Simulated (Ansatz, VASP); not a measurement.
**Lu in VASP and in Ansatz**

```
Lu
1.0
     3.50708    0.00000    0.00000
    -1.75354    3.03722    0.00000
     0.00000    0.00000    5.47729
Lu
2
Direct
  0.33333 0.66667 0.25000
  0.66667 0.33333 0.75000
```

Alike in both runs: task single point; functional PBE; k mesh 10 × 10 × 6; occupations methfessel-paxton of order 1, width 0.1 eV; no spin polarisation.

```csv
,VASP,Ansatz
version,VASP 6.6.1,Ansatz 0.2.0
potentials or method,"VASP PAW PBE potentials, release 64 (Lu), cutoff 520 eV","plane waves (420 eV) with PAW, scalar-relativistic"
valence electrons in the cell,50,50
```

```tsv
	VASP	Ansatz	Ansatz less VASP
pressure (GPa)	0.0	-0.3	-0.35
traceless stress, the component that is largest in VASP (GPa)	-0.43	-0.44	-0.004
```

With one functional, cell and mesh, what is left measures potentials, basis and numerics.

Spin-orbit coupling is off throughout.
